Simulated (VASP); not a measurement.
# HC8: single point with PBEsol

System: HC8, a slab with vacuum.

```
CELL_PARAMETERS angstrom
3.55380 3.55380 0.00000
-3.55380 3.55380 0.00000
0.00000 0.00000 28.82676
ATOMIC_POSITIONS crystal
C 0.00007 0.08955 0.27125
C 0.00006 0.99694 0.39209
C 0.00005 0.00051 0.51514
C 0.00005 0.00025 0.64057
C 0.50005 0.41089 0.27126
C 0.50005 0.50351 0.39205
C 0.50005 0.49998 0.51551
C 0.50005 0.50029 0.63673
C 0.25006 0.01791 0.29925
C 0.25006 0.99708 0.42290
C 0.25005 0.00055 0.54584
C 0.25005 0.00025 0.67267
C 0.75004 0.48250 0.29926
C 0.75005 0.50338 0.42285
C 0.75005 0.49994 0.54643
C 0.75005 0.50030 0.66620
C 0.00003 0.41088 0.27126
C 0.00005 0.50350 0.39205
C 0.00005 0.49998 0.51551
C 0.00006 0.50030 0.63673
C 0.50006 0.08955 0.27126
C 0.50006 0.99696 0.39209
C 0.50005 0.00051 0.51514
C 0.50005 0.00023 0.64057
C 0.25004 0.48250 0.29926
C 0.25005 0.50337 0.42285
C 0.25005 0.49994 0.54643
C 0.25006 0.50031 0.66620
C 0.75006 0.01793 0.29925
C 0.75006 0.99709 0.42290
C 0.75005 0.00055 0.54584
C 0.75005 0.00023 0.67267
C 0.25005 0.75023 0.32717
C 0.25005 0.74993 0.45399
C 0.25005 0.75340 0.57693
C 0.25005 0.73258 0.70059
C 0.75005 0.25018 0.33364
C 0.75005 0.25054 0.45341
C 0.75005 0.24711 0.57699
C 0.75005 0.26797 0.70058
C 0.00005 0.25018 0.36311
C 0.00005 0.25050 0.48432
C 0.00005 0.24698 0.60779
C 0.00006 0.33961 0.72858
C 0.50006 0.75025 0.35927
C 0.50005 0.74997 0.48470
C 0.50006 0.75353 0.60775
C 0.50005 0.66094 0.72859
C 0.25005 0.25018 0.33364
C 0.25005 0.25053 0.45341
C 0.25005 0.24710 0.57699
C 0.25006 0.26799 0.70058
C 0.75005 0.75024 0.32717
C 0.75005 0.74993 0.45399
C 0.75005 0.75340 0.57693
C 0.75005 0.73256 0.70059
C 0.00005 0.75023 0.35927
C 0.00005 0.74997 0.48470
C 0.00005 0.75354 0.60775
C 0.00005 0.66094 0.72859
C 0.50005 0.25021 0.36311
C 0.50005 0.25050 0.48432
C 0.50005 0.24697 0.60779
C 0.50005 0.33961 0.72858
H 0.00013 0.00321 0.23603
H 0.50005 0.49722 0.23603
H 0.00003 0.49718 0.23603
H 0.49998 0.00324 0.23603
H 0.00008 0.25330 0.76380
H 0.50004 0.74725 0.76381
H 0.00007 0.74728 0.76381
H 0.50003 0.25328 0.76380
```

| Property | Result |
| --- | --- |
| Program | VASP 6.6.1 |
| Task | single point |
| Functional | PBEsol |
| Potentials or basis | VASP PAW PBE potentials, release 64 (C, H) |
| Cutoff | 520 eV |
| k mesh | 3 × 3 × 1 |
| Occupations | fermi-dirac, width 0.05 eV |
| Spin | no spin polarisation |
| Dipole correction | no |
| Further INCAR settings | LREAL = Auto; ALGO = Normal; EDIFF = 1e-06; NBANDS = 174 |

```json
{"Largest force": "0.035 eV/Å", "Band gap on the k mesh": "2.88 eV"}
```

Forces on the atoms (eV/Å):
```
C   -0.004  0.003 -0.010
C    0.009 -0.010 -0.001
C   -0.003  0.003 -0.001
C   -0.001  0.001  0.009
C    0.002 -0.003 -0.007
C   -0.009  0.009  0.003
C    0.002 -0.001  0.003
C    0.002 -0.003 -0.010
C    0.020 -0.021 -0.004
C   -0.001  0.001 -0.002
C    0.000  0.001  0.002
C    0.000  0.002  0.004
C   -0.023  0.023 -0.008
C    0.001 -0.001 -0.006
C    0.000  0.000  0.011
C   -0.002  0.003 -0.017
C    0.005 -0.001 -0.008
C   -0.010  0.009  0.004
C    0.002 -0.001  0.003
C    0.003 -0.006 -0.010
C   -0.005  0.003 -0.011
C    0.009 -0.010  0.000
C   -0.003  0.003 -0.001
C   -0.002  0.002  0.009
C   -0.022  0.022 -0.008
C    0.001  0.000 -0.006
C    0.001  0.000  0.011
C   -0.002  0.002 -0.016
C    0.022 -0.024 -0.008
C    0.000  0.000 -0.002
C    0.000  0.000  0.000
C   -0.002  0.001  0.004
C   -0.002  0.003 -0.008
C   -0.002 -0.001 -0.002
C    0.000 -0.001 -0.001
C   -0.022  0.022  0.008
C    0.001  0.000  0.015
C    0.003 -0.003 -0.003
C   -0.002  0.001  0.000
C    0.021 -0.019  0.009
C    0.001 -0.005  0.012
C   -0.001  0.001 -0.003
C    0.010 -0.010 -0.002
C   -0.003  0.003  0.011
C    0.000  0.000 -0.008
C    0.002 -0.001  0.004
C   -0.010  0.010 -0.003
C    0.004 -0.004  0.009
C    0.002 -0.001  0.016
C    0.003 -0.003 -0.004
C   -0.002  0.001  0.000
C    0.021 -0.020  0.010
C   -0.001  0.002 -0.007
C   -0.001 -0.001 -0.003
C    0.000 -0.001 -0.001
C   -0.023  0.024  0.010
C   -0.001  0.002 -0.008
C    0.001 -0.001  0.004
C   -0.010  0.010 -0.003
C    0.005 -0.004  0.009
C    0.005 -0.005  0.012
C   -0.001  0.001 -0.003
C    0.010 -0.010 -0.002
C   -0.002  0.003  0.008
H    0.006 -0.009 -0.031
H   -0.008  0.008 -0.031
H   -0.009  0.009 -0.033
H    0.010 -0.007 -0.032
H    0.009 -0.009  0.031
H   -0.008  0.008  0.030
H   -0.008  0.007  0.030
H    0.008 -0.008  0.031
```

Levels at points of the mesh, in eV from the valence-band top:
```
           k point  band 129  band 130  band 131  band 132  band 133  band 134  band 135  band 136
(0.00, 0.00, 0.00)     -0.83     -0.22     -0.12      0.00      2.88      2.92      4.01      4.42
```

Wall time 20 min on 1 thread of Intel(R) Xeon(R) Platinum 8488C (Sapphire Rapids) (shared host), peak memory 0.89 GiB.

Caveat: there is no dipole correction, which matters where the two faces differ; the PAW data sets were made with another functional, which shifts forces and pressure a little.
